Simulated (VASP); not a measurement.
A run of VASP 6.6.1:

File INCAR:

```
PREC = Accurate ; ENCUT = 500
EDIFF = 1E-7 ; ISMEAR = -1
SIGMA = 0.05 ; LREAL = F
LASPH = T ; NELM = 120
ALGO = Normal ; ISIF = 3
LWAVE = F ; LCHARG = F
GGA = RE ; IBRION = 2
NSW = 80 ; EDIFFG = -0.03
GGA_COMPAT = F ; NELMIN = 4
```

The input KPOINTS:

```
regular mesh
0
Gamma
  10 10 10
```

POSCAR

```
W
1.0
   -1.5800000000      1.5800000000      1.5800000000
    1.5800000000     -1.5800000000      1.5800000000
    1.5800000000      1.5800000000     -1.5800000000
W
1
Direct
    0.0000000000      0.0000000000      0.0000000000
```

Potentials or basis: VASP PAW PBE potentials, release 64 (W_sv).

Command:

```sh
$ cat potpaw_PBE.64/W_sv/POTCAR > POTCAR
$ mpirun -np 1 vasp_std > vasp.out
```

Hardware: 1 thread of AMD EPYC 9R45 96-Core Processor (Zen 5), on a shared host.

Task: Estimate the wall time of this run.

Result: It took 12 s on 1 thread of AMD EPYC 9R45 96-Core Processor (Zen 5) (shared host), peak memory 0.1 GiB. Counts: scf iterations 38, k points 47, ion steps 4.
